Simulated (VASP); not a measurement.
**Pb: single point with PBE**

Pb:

```
CELL_PARAMETERS angstrom
0.00000 2.52027 2.52027
2.52027 0.00000 2.52027
2.52027 2.52027 0.00000
ATOMIC_POSITIONS crystal
Pb 0.00000 0.00000 0.00000
```

- Program: VASP 6.6.1
- Task: single point
- Functional: PBE
- Potentials or basis: VASP PAW PBE potentials, release 64 (Pb_d)
- Cutoff: 500 eV
- k mesh: 14 × 14 × 14
- Occupations: fermi-dirac, width 0.05 eV
- Spin: no spin polarisation

```json
{"Pressure": "0.0 GPa", "Band gap on the k mesh": "zero (band 7 reaches 13.68 eV, above the bottom of band 8 at 5.24 eV)"}
```

Levels at points of the mesh, in eV from the Fermi level:
```csv
k point,band 3,band 4,band 5,band 6,band 7,band 8,band 9,band 10,band 11,band 12
"(0.00, 0.00, 0.00)",-17.05,-16.93,-16.93,-11.41,6.99,6.99,6.99,9.71,10.64,12.08
"(0.50, 0.00, 0.00)",-17.04,-16.81,-16.81,-8.09,-3.95,5.27,5.27,8.98,9.19,10.88
"(0.50, 0.50, 0.00)",-16.82,-16.78,-16.78,-6.81,-3.07,1.98,1.98,5.21,6.47,17.94
```

It took 22 s on 1 thread of AMD EPYC 9R14 (Zen 4), with other jobs on the host, peak memory 0.15 GiB.

Caveat: spin-orbit coupling is left out, which moves the levels of the heavy elements.
